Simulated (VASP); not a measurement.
# Ti5AlN6 (P4/mmm) in VASP: further runs

Ti5AlN6 is run at these levels: PBE; tasks: single point, relaxation of cell and atoms.

All numbers are computed with VASP 6.6.1; they aren't measurements. Logs are shortened: lines on timing, memory, paths and dates and some standing lists are left out, and cuts for length are marked.

## (1) The cell of the first run

Symmetry: P4/mmm, No. 123, tetragonal system. Conventional cell: a = 2.981 Å, b = 2.981 Å, c = 12.734 Å, α = 90.00°, β = 90.00°, γ = 90.00°. Within 2.8 Å of Ti (site symmetry 4mm) lie 6 N at 2.09 to 2.17 Å. Within 2.8 Å of Ti (site symmetry 4mm) lie 6 N at 2.11 to 2.19 Å. Within 2.8 Å of Ti (site symmetry 4/mmm) lie 6 N at 2.11 Å. Al (site symmetry 4/mmm) has 6 N at 2.04 to 2.11 Å within 2.7 Å. Within 2.7 Å of N (site symmetry 4mm) lie 1 Al at 2.04 Å and 5 Ti at 2.11 to 2.19 Å. Within 2.8 Å of N (site symmetry 4mm) lie 6 Ti at 2.09 to 2.11 Å. Within 2.8 Å of N (site symmetry 4/mmm) lie 6 Ti at 2.11 to 2.14 Å. Within 2.8 Å of N (site symmetry 4/mmm) lie 4 Al at 2.11 Å and 2 Ti at 2.17 Å.

## (2) Single point, PBE

INCAR reads:

```
SYSTEM = Ti5AlN6
ALGO = Normal
EDIFF = 1E-6
ENCUT = 520
GGA = PE
ISIF = 2
ISMEAR = 0
LASPH = .True.
LCHARG = .False.
LREAL = .False.
LWAVE = .False.
NBANDS = 58
NELM = 80
PREC = Accurate
SIGMA = 0.1
```

KPOINTS reads:

```
k-points
0
Gamma
  12 12 4
  0 0 0
```

POSCAR reads:

```
Ti5AlN6
1.0
    2.9805092400      0.0000000000      0.0000000000
    0.0000000000      2.9805092400      0.0000000000
    0.0000000000      0.0000000000     12.7342434518
Ti Al N
5 1 6
Direct
    0.5000000000      0.5000000000      0.1701969223
    0.0000000000      0.0000000000      0.3316881674
    0.5000000000      0.5000000000      0.5000000000
    0.0000000000      0.0000000000      0.6683118326
    0.5000000000      0.5000000000      0.8298030777
    0.0000000000      0.0000000000      0.0000000000
    0.0000000000      0.0000000000      0.1598573111
    0.5000000000      0.5000000000      0.3341831633
    0.0000000000      0.0000000000      0.5000000000
    0.5000000000      0.5000000000      0.6658168367
    0.0000000000      0.0000000000      0.8401426889
    0.5000000000      0.5000000000      0.0000000000
```

Potentials or basis: VASP PAW PBE potentials, release 64 (Ti_sv, Al, N).

Run with:

```sh
> cat potpaw_PBE.64/Ti_sv/POTCAR potpaw_PBE.64/Al/POTCAR potpaw_PBE.64/N/POTCAR > POTCAR
> mpirun -np 1 vasp_std > vasp.out
```

OUTCAR:

```text
SYSTEM = Ti5AlN6
   EDIFF = 1E-6
   ENCUT = 520
   GGA = PE
   ISIF = 2
   ISMEAR = 0
   LASPH = .True.
   LREAL = .False.
   NELM = 80
   PREC = Accurate

 ion  position               nearest neighbor table
   1  0.500  0.500  0.170-   8 2.09   7 2.11   7 2.11   7 2.11   7 2.11  12 2.17   6 3.02   6 3.02
                             6 3.02   6 3.02
   2  0.000  0.000  0.332-   8 2.11   8 2.11   8 2.11   8 2.11   9 2.14   7 2.19
   3  0.500  0.500  0.500-   9 2.11   9 2.11   9 2.11   9 2.11  10 2.11   8 2.11
   4  0.000  0.000  0.668-  10 2.11  10 2.11  10 2.11  10 2.11   9 2.14  11 2.19
   5  0.500  0.500  0.830-  10 2.09  11 2.11  11 2.11  11 2.11  11 2.11  12 2.17   6 3.02   6 3.02
                             6 3.02   6 3.02
   6  0.000  0.000  0.000-   7 2.04  11 2.04  12 2.11  12 2.11  12 2.11  12 2.11   5 3.02   5 3.02
                             1 3.02   5 3.02   1 3.02   1 3.02   5 3.02   1 3.02
   7  0.000  0.000  0.160-   6 2.04   1 2.11   1 2.11   1 2.11   1 2.11   2 2.19
   8  0.500  0.500  0.334-   1 2.09   2 2.11   2 2.11   2 2.11   2 2.11   3 2.11
   9  0.000  0.000  0.500-   3 2.11   3 2.11   3 2.11   3 2.11   4 2.14   2 2.14
  10  0.500  0.500  0.666-   5 2.09   4 2.11   4 2.11   4 2.11   4 2.11   3 2.11
  11  0.000  0.000  0.840-   6 2.04   5 2.11   5 2.11   5 2.11   5 2.11   4 2.19
  12  0.500  0.500  0.000-   6 2.11   6 2.11   6 2.11   6 2.11   1 2.17   5 2.17

  LATTYP: Found a simple tetragonal cell.
 ALAT       =     2.9805092400
 C/A-ratio  =     4.2725059466

  Lattice vectors:

 A1 = (   2.9805092400,   0.0000000000,   0.0000000000)
 A2 = (   0.0000000000,   2.9805092400,   0.0000000000)
 A3 = (   0.0000000000,   0.0000000000,  12.7342434518)

Analysis of symmetry for initial positions (statically):
=====================================================================
 Subroutine PRICEL returns:
 Original cell was already a primitive cell.

 Routine SETGRP: Setting up the symmetry group for a
 simple tetragonal supercell.

 Subroutine GETGRP returns: Found 16 space group operations
 (whereof 16 operations were pure point group operations)
 out of a pool of 16 trial point group operations.

The static configuration has the point symmetry D_4h.

Analysis of symmetry for dynamics (positions and initial velocities):
=====================================================================
 Subroutine PRICEL returns:
 Original cell was already a primitive cell.

 Routine SETGRP: Setting up the symmetry group for a
 simple tetragonal supercell.

 Subroutine GETGRP returns: Found 16 space group operations
 (whereof 16 operations were pure point group operations)
 out of a pool of 16 trial point group operations.

The dynamic configuration has the point symmetry D_4h.

 Subroutine INISYM returns: Found 16 space group operations
 (whereof 16 operations are pure point group operations),
 and found     1 'primitive' translations

----------------------------------------------------------------------------------------

                                     Primitive cell

  volume of cell :     113.1238

  direct lattice vectors                    reciprocal lattice vectors
     2.980509240  0.000000000  0.000000000     0.335513135  0.000000000  0.000000000
     0.000000000  2.980509240  0.000000000     0.000000000  0.335513135  0.000000000
     0.000000000  0.000000000 12.734243452     0.000000000  0.000000000  0.078528419

  length of vectors
     2.980509240  2.980509240 12.734243452     0.335513135  0.335513135  0.078528419

  position of ions in fractional coordinates (direct lattice)
     0.500000000  0.500000000  0.170196922
     0.000000000  0.000000000  0.331688167
     0.500000000  0.500000000  0.500000000
     0.000000000  0.000000000  0.668311833
     0.500000000  0.500000000  0.829803078
     0.000000000  0.000000000  0.000000000
     0.000000000  0.000000000  0.159857311
     0.500000000  0.500000000  0.334183163
     0.000000000  0.000000000  0.500000000
     0.500000000  0.500000000  0.665816837
     0.000000000  0.000000000  0.840142689
     0.500000000  0.500000000  0.000000000

  ion indices of the primitive-cell ions
   primitive index   ion index
                 1           1
                 2           2
                 3           3
                 4           4
                 5           5
                 6           6
                 7           7
                 8           8
                 9           9
                10          10
                11          11
                12          12

----------------------------------------------------------------------------------------

 KPOINTS: k-points

Automatic generation of k-mesh.
 Grid dimensions read from file:
 generate k-points for:   12   12    4

 Generating k-lattice:

  Cartesian coordinates                     Fractional coordinates (reciprocal lattice)
     0.027959428  0.000000000  0.000000000     0.083333333  0.000000000  0.000000000
[... 46 lines left out ...]
   EDIFFG = 0.1E-04   stopping-criterion for IOM
   NSW    =      0    number of steps for IOM
   IBRION =     -1    ionic relax: 0-MD 1-quasi-New 2-CG
   NFREE  =      0    steps in history (QN), initial steepest desc. (CG)
   ISIF   =      2    stress and relaxation
   ISYM   =      2    0-nonsym 1-usesym 2-fastsym
   POTIM  = 0.5000    time-step for ionic-motion
   TEBEG  =    0.0;   TEEND  =   0.0 temperature during run
   PSTRESS=    0.0 pullay stress
   NELECT =      93.0000    total number of electrons
   NUPDOWN=      -1.0000    fix difference up-down
   EMIN   =  10.00;   EMAX   =-10.00  energy-range for DOS
   EFERMI =   0.00;   METHOD = LEGACY
   ISMEAR =     0;   SIGMA  =   0.10  broadening in eV -4-tet -1-fermi 0-gaus
   EFERMI_NEDOS =   21; number of points for ismear=-14 and -15
   IALGO  =     38    algorithm
   IMIX   =      4    mixing-type and parameters
     AMIX     =   0.40;   BMIX     =  1.00
     AMIX_MAG =   1.60;   BMIX_MAG =  1.00
  volume/ion in A,a.u.               =       9.43        63.62
  Fermi-wavevector in a.u.,A,eV,Ry     =   1.533620  2.898122 32.000774  2.351991
  Thomas-Fermi vector in A             =   2.640662
   LORBIT       =      0    0 simple, 1 ext, 2 COOP (PROOUT), +10 PAW based schemes
   GGA     = PE    functional components
   LHFCALC =     F    Hartree Fock is set to
   AEXX    =    0.0000 exact exchange contribution
   IVDW    =     0    specifies the selected vdW correction
   LEPSILON=     F    determine dielectric tensor
   LRPA    =     F    only Hartree local field effects (RPA)
 non-spin polarized calculation
 Gauss-broadening in eV      SIGMA  =   0.10
  energy-cutoff  :      520.00
  volume of cell :      113.12
 maximum number of plane-waves:      3080
 NGX is ok and might be reduce to    24
   NGX = 11   NGY = 11   NGZ = 47

 number of electron      92.9999980 magnetization

 Free energy of the ion-electron system (eV)
  ---------------------------------------------------
  ext. energy  EPLUGINS =         0.00000000
  ---------------------------------------------------
  free energy    TOTEN  =      -112.30056536 eV

  energy without entropy =     -112.28061395  energy(sigma->0) =     -112.29058966

 E-fermi :  11.2780     XC(G=0): -12.8538

 val. band max:       11.2758985512   @ k =   0.5000   0.1667   0.5000
 cond. band min:      11.2825267559   @ k =   0.4167   0.1667   0.5000
 fundamental gap:      0.0066282047
 Fermi energy:        11.2779523772

 k-point     1 :       0.0000    0.0000    0.0000
  band No.  band energies     occupation
      1     -46.5303      2.00000
      2     -46.5008      2.00000
      3     -46.4931      2.00000
      4     -46.3839      2.00000
      5     -46.3714      2.00000
      6     -23.0093      2.00000
[... 50 lines left out ...]
     57      12.4450      0.00000
     58      12.7999      0.00000

 k-point     2 :       0.0833    0.0000    0.0000
  band No.  band energies     occupation
      1     -46.5266      2.00000
      2     -46.4976      2.00000
      3     -46.4906      2.00000
      4     -46.3824      2.00000
      5     -46.3706      2.00000
      6     -23.0023      2.00000
[... 1337 lines left out ...]
      2     -46.4280      2.00000
      3     -46.4279      2.00000
      4     -46.3397      2.00000
      5     -46.3395      2.00000
      6     -22.9917      2.00000
[... 50 lines left out ...]
     57      13.6840      0.00000
     58      13.7123      0.00000

 [... further k-points ...]
[... 5 lines left out ...]
  --------------------------------------------------------------------------------------
  -------------------------------------------------------------------------------------
  Total        0.2374321      0.2374321      0.2424747      0.0000000     -0.0000000      0.0000000
  in kB        3.3627606      3.3627606      3.4341783      0.0000000     -0.0000000      0.0000000
  external PRESSURE =       3.3865665 kB  Pullay stress =       0.0000000 kB

 VOLUME and BASIS-vectors are now :
 -----------------------------------------------------------------------------
  energy-cutoff  :      520.00
  volume of cell :      113.12
      direct lattice vectors                 reciprocal lattice vectors
     2.980509240  0.000000000  0.000000000     0.335513135  0.000000000  0.000000000
     0.000000000  2.980509240  0.000000000     0.000000000  0.335513135  0.000000000
     0.000000000  0.000000000 12.734243452     0.000000000  0.000000000  0.078528419

 POSITION                                       TOTAL-FORCE (eV/Angst)
 -----------------------------------------------------------------------------------
      1.49025      1.49025      2.16733         0.000000     -0.000000     -0.006595
      0.00000      0.00000      4.22380         0.000000      0.000000     -0.000592
      1.49025      1.49025      6.36712         0.000000      0.000000      0.000000
      0.00000      0.00000      8.51045         0.000000     -0.000000      0.000592
      1.49025      1.49025     10.56691        -0.000000     -0.000000      0.006595
      0.00000      0.00000      0.00000         0.000000      0.000000      0.000000
      0.00000      0.00000      2.03566         0.000000      0.000000     -0.008443
      1.49025      1.49025      4.25557         0.000000      0.000000     -0.000109
      0.00000      0.00000      6.36712         0.000000      0.000000      0.000000
      1.49025      1.49025      8.47867         0.000000      0.000000      0.000109
      0.00000      0.00000     10.69858         0.000000      0.000000      0.008443
      1.49025      1.49025      0.00000         0.000000      0.000000      0.000000
 -----------------------------------------------------------------------------------
    total drift:                                0.000000     -0.000000      0.000000

  FREE ENERGIE OF THE ION-ELECTRON SYSTEM (eV)
  ---------------------------------------------------
  free  energy   TOTEN  =      -112.3005653636 eV

  energy  without entropy=     -112.2806139475  energy(sigma->0) =     -112.29058966
```

Wall time 9.7 min (1 thread of Intel Xeon Platinum 8259CL at 2.50GHz (Skylake/Cascade Lake), shared host); peak memory 0.51 GiB.

Results:

* Free energy: -112.3006 eV
* Pressure: 0.3 GPa
* Largest force: 0.008 eV/Å
* Band gap on the k mesh: zero (an odd number of electrons rules out a gap without spin polarisation)

Forces on the atoms (eV/Å):
```
Ti   0.000  0.000 -0.007
Ti   0.000  0.000 -0.001
Ti   0.000  0.000  0.000
Ti   0.000  0.000  0.001
Ti   0.000  0.000  0.007
Al   0.000  0.000  0.000
N    0.000  0.000 -0.008
N    0.000  0.000  0.000
N    0.000  0.000  0.000
N    0.000  0.000  0.000
N    0.000  0.000  0.008
N    0.000  0.000  0.000
```

Caveat: an odd number of electrons without spin polarisation forces a metal; a magnetic or distorted state may lie lower.

## (3) Single point, PBE

Edit INCAR of step 2 so:

```diff
@@ -1,3 +1,3 @@
 SYSTEM = Ti5AlN6
-ALGO = Normal
+ALGO = Fast
 EDIFF = 1E-6
```

KPOINTS is that of step 2.

POSCAR is that of step 2.

Potentials or basis: VASP PAW PBE potentials, release 64 (Ti_sv, Al, N).

Run with:

```sh
> cat potpaw_PBE.64/Ti_sv/POTCAR potpaw_PBE.64/Al/POTCAR potpaw_PBE.64/N/POTCAR > POTCAR
> mpirun -np 1 vasp_std > vasp.out
```

Run time: 40 min. Hardware: 1 thread of Oxide Virtual Turin-like, shared host; peak memory 0.48 GiB.

It converged, with:

- Free energy: -112.3006 eV
- Pressure: 0.3 GPa
- Largest force: 0.009 eV/Å
- Band gap on the k mesh: zero (an odd number of electrons rules out a gap without spin polarisation)

Forces on the atoms (eV/Å):
```
Ti   0.000  0.000 -0.006
Ti   0.000  0.000 -0.001
Ti   0.000  0.000  0.000
Ti   0.000  0.000  0.001
Ti   0.000  0.000  0.006
Al   0.000  0.000  0.000
N    0.000  0.000 -0.009
N    0.000  0.000  0.000
N    0.000  0.000  0.000
N    0.000  0.000  0.000
N    0.000  0.000  0.009
N    0.000  0.000  0.000
```

Levels at points of the mesh, in eV from the Fermi level:
```tsv
k point	band 42	band 43	band 44	band 45	band 46	band 47	band 48	band 49	band 50	band 51
(0.00, 0.00, 0.00)	-2.67	-2.58	-1.99	-1.85	-1.85	-1.84	-1.24	-0.81	-0.31	-0.31
(0.50, 0.00, 0.00)	-4.13	-3.96	-2.74	1.01	1.23	1.53	1.57	1.59	1.59	1.63
(0.50, 0.50, 0.00)	-3.29	-3.29	-2.90	-2.73	-2.73	-0.67	-0.67	0.57	0.57	1.78
(0.00, 0.00, 0.50)	-2.61	-2.34	-2.34	-2.10	-2.10	-1.95	-1.29	-0.79	-0.04	-0.04
(0.50, 0.00, 0.50)	-4.15	-3.93	-2.74	1.19	1.23	1.25	1.45	1.49	1.58	1.61
(0.50, 0.50, 0.50)	-3.99	-3.92	-3.31	-2.06	-2.06	-1.22	-1.22	0.96	0.96	1.83
```

Caveat: an odd number of electrons without spin polarisation forces a metal; a magnetic or distorted state may lie lower.

## (4) Relaxation of cell and atoms, PBE

INCAR reads:

```
SYSTEM = Ti5AlN6
ALGO     = Fast           ! electronic algorithm
EDIFF    = 1E-6           ! SCF threshold, eV
EDIFFG   = -0.01          ! ionic threshold
ENCUT    = 600            ! plane-wave cutoff, eV
GGA      = PE             ! functional
IBRION   = 2              ! ionic algorithm
ISIF     = 3              ! what is computed and relaxed
ISMEAR   = 0              ! smearing method
LASPH    = .TRUE.         ! aspherical terms in the spheres
LCHARG   = .FALSE.        ! write CHGCAR
LREAL    = .FALSE.        ! projectors in reciprocal space
LWAVE    = .FALSE.        ! write WAVECAR
NELM     = 100            ! most SCF steps
NSW      = 100            ! ionic steps
PREC     = Accurate       ! precision mode
SIGMA    = 0.1            ! smearing width, eV
```

KPOINTS reads:

```
k-points
0
G
  12 12 4
  0 0 0
```

POSCAR reads:

```
Ti5AlN6
1.0
    2.9840719137      0.0000000000      0.0000000000
    0.0000000000      2.9840719137      0.0000000000
    0.0000000000      0.0000000000     12.7058619822
Ti Al N
5 1 6
Direct
    0.5000000000      0.5000000000      0.1700127777
    0.0000000000      0.0000000000      0.3322475244
    0.5000000000      0.5000000000      0.5000000000
    0.0000000000      0.0000000000      0.6677524756
    0.5000000000      0.5000000000      0.8299872223
    0.0000000000      0.0000000000      0.0000000000
    0.0000000000      0.0000000000      0.1601469907
    0.5000000000      0.5000000000      0.3340316204
    0.0000000000      0.0000000000      0.5000000000
    0.5000000000      0.5000000000      0.6659683796
    0.0000000000      0.0000000000      0.8398530093
    0.5000000000      0.5000000000      0.0000000000
```

Run with:

```sh
> cat potpaw_PBE.64/Ti_sv/POTCAR potpaw_PBE.64/Al/POTCAR potpaw_PBE.64/N/POTCAR > POTCAR
> mpirun -np 1 vasp_std > vasp.out
```

It took 1.6 h on 1 thread of Oxide Virtual Turin-like, shared host; peak memory 0.57 GiB.

The run converged. Its results:

| Item | Value |
| --- | --- |
| Free energy | -112.3092 eV |
| Relaxed volume | 9.44 Å³/atom |
| Relaxed cell | a = 2.982 Å, b = 2.982 Å, c = 12.738 Å, α = 90.00°, β = 90.00°, γ = 90.00° |
| Space group after relaxing (to 0.1 Å) | P4/mmm (No. 123) |
| Energy gained by relaxing | 0.2 meV/atom |
| Ionic steps | 6 |
| Pressure after relaxing | -0.1 GPa |
| Largest force after relaxing | 0.007 eV/Å |
| Band gap on the k mesh | zero (an odd number of electrons rules out a gap without spin polarisation) |

Forces on the atoms (eV/Å):
```
Ti   0.000  0.000 -0.004
Ti   0.000  0.000  0.002
Ti   0.000  0.000  0.000
Ti   0.000  0.000 -0.002
Ti   0.000  0.000  0.004
Al   0.000  0.000  0.000
N    0.000  0.000 -0.002
N    0.000  0.000 -0.007
N    0.000  0.000  0.000
N    0.000  0.000  0.007
N    0.000  0.000  0.002
N    0.000  0.000  0.000
```

Step by step:
| step | energy change (eV) | largest force (eV/Å) | pressure (GPa) | volume (Å³) |
| --- | --- | --- | --- | --- |
| 1 | 0.0000 | 0.0766 | 0.13 | 113.14 |
| 2 | -0.0019 | 0.0379 | -0.09 | 113.26 |
| 3 | -0.0019 | 0.0376 | -0.09 | 113.26 |
| 4 | -0.0020 | 0.0153 | 0.08 | 113.18 |
| 5 | -0.0020 | 0.0123 | 0.09 | 113.18 |
| 6 | -0.0020 | 0.0071 | -0.06 | 113.25 |

Final structure:
```xyz
12
Lattice="2.9817 0.0000 0.0000 0.0000 2.9817 0.0000 0.0000 0.0000 12.7380" Properties=species:S:1:pos:R:3 pbc="T T T"
Ti    1.4908    1.4908    2.1679
Ti    2.9817    0.0000    4.2250
Ti    1.4908    1.4908    6.3690
Ti    0.0000    0.0000    8.5130
Ti    1.4908    1.4908   10.5701
Al    2.9817    0.0000   12.7380
N     2.9817    0.0000    2.0359
N     1.4908    1.4908    4.2571
N     2.9817    0.0000    6.3690
N     1.4908    1.4908    8.4809
N     0.0000    0.0000   10.7021
N     1.4908    1.4908   12.7380
```

Levels at points of the mesh, in eV from the Fermi level:
| k point | band 43 | band 44 | band 45 | band 46 | band 47 | band 48 | band 49 | band 50 |
| --- | --- | --- | --- | --- | --- | --- | --- | --- |
| (0.00, 0.00, 0.00) | -2.58 | -1.99 | -1.85 | -1.85 | -1.84 | -1.24 | -0.81 | -0.31 |
| (0.50, 0.00, 0.00) | -3.95 | -2.73 | 1.01 | 1.23 | 1.53 | 1.57 | 1.57 | 1.57 |
| (0.50, 0.50, 0.00) | -3.29 | -2.90 | -2.73 | -2.73 | -0.67 | -0.67 | 0.57 | 0.57 |
| (0.00, 0.00, 0.50) | -2.34 | -2.34 | -2.10 | -2.10 | -1.95 | -1.29 | -0.78 | -0.04 |
| (0.50, 0.00, 0.50) | -3.92 | -2.73 | 1.19 | 1.22 | 1.25 | 1.44 | 1.48 | 1.57 |
| (0.50, 0.50, 0.50) | -3.91 | -3.31 | -2.06 | -2.06 | -1.22 | -1.22 | 0.96 | 0.96 |

Caveat: an odd number of electrons without spin polarisation forces a metal; a magnetic or distorted state may lie lower.
